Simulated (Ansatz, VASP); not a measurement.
**One calculation of SiC, two programs**

```
Si C
1.0
     3.03169    0.00000    0.00000
    -1.51584    2.62552    0.00000
     0.00000    0.00000    5.06122
Si C
2 2
Direct
  0.33333 0.66667 0.50049
  0.66667 0.33333 0.00049
  0.33333 0.66667 0.87451
  0.66667 0.33333 0.37451
```

Change from the starting cell: epitaxial_xy strain -1.4%.

Alike in both runs: task single point; functional PBE; k mesh 12 × 12 × 6; occupations fermi-dirac, width 0.02 eV; no spin polarisation.

```csv
,VASP,Ansatz
version,VASP 6.6.1,Ansatz 0.2.0
potentials or method,"VASP PAW PBE potentials, release 64 (Si, C)","plane waves, PAW"
plane-wave cutoff (eV),520,420
valence electrons in the cell,16,16
```

|  | VASP | Ansatz | Ansatz less VASP |
| --- | --- | --- | --- |
| gap on the k mesh at the Fermi level (eV) | 2.09 | 2.10 | +0.005 |
| pressure (GPa) | 9.7 | 9.8 | +0.07 |
| traceless stress, the component that is largest in VASP (GPa) | -6.18 | -6.16 | +0.017 |
| rms of the force components (eV/Å) | 0.013 | 0.013 | +0.0002 |

Atom by atom the forces differ by 0.000 eV/Å (rms over components). The functional is the same, so the differences come from potentials, cutoffs and numerics.
